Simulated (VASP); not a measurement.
Wanted: the native input for a VASP 6.6.1 run.

| Item | Value |
| --- | --- |
| Task | single point |
| Functional | PBE |
| Potentials or basis | VASP PAW PBE potentials, release 64 (Hg, Pt, Se, F) |
| Cutoff | 520 eV |
| k mesh | 8 × 8 × 4 |
| Occupations | gaussian, width 0.1 eV |
| Spin | no spin polarisation |
| Dipole correction | no |
| Further INCAR settings | ALGO = Normal; EDIFF = 1e-06; NBANDS = 34 |

The structure of HgPtSeF3 lies in POSCAR:

```
HgPtSeF3
1.0
    2.8711181553     -2.8718112729      0.0000000000
    2.8711181553      2.8718112729      0.0000000000
    0.0000000000      0.0000000000      7.3081817567
Hg Pt Se F
1 1 1 3
Direct
    0.5000000000      0.5000000000      0.6942217829
    0.0000000000      0.0000000000      0.7156579857
    0.0000000000      0.0000000000      0.0258546848
    0.0000000000      0.5000000000      0.0737488062
    0.5000000000      0.0000000000      0.0737488062
    0.0000000000      0.0000000000      0.4449548243
```

These files were run (other wordings do the same):

INCAR

```
PREC = Accurate
ENCUT = 520
EDIFF = 1E-6
ISMEAR = 0
SIGMA = 0.1
LREAL = F
LASPH = T
NELM = 100
ALGO = Normal
ISIF = 2
LWAVE = F
LCHARG = F
GGA = PE
NBANDS = 34
```

KPOINTS

```
regular mesh
0
Gamma
  8 8 4
```

Potentials or basis: VASP PAW PBE potentials, release 64 (Hg, Pt, Se, F).

Run with:

```sh
$ cat potpaw_PBE.64/Hg/POTCAR potpaw_PBE.64/Pt/POTCAR potpaw_PBE.64/Se/POTCAR potpaw_PBE.64/F/POTCAR > POTCAR
$ mpirun -np 1 vasp_std > vasp.out
```

Results of the run:

```
Pressure      : 0.1 GPa
Largest force : 0.103 eV/Å
```

Caveat: an odd number of electrons without spin polarisation forces a metal; a magnetic or distorted state may lie lower.

Wall time 4.2 min on 1 thread of Oxide Virtual Turin-like Processor, on a shared host, peak memory 0.36 GiB.
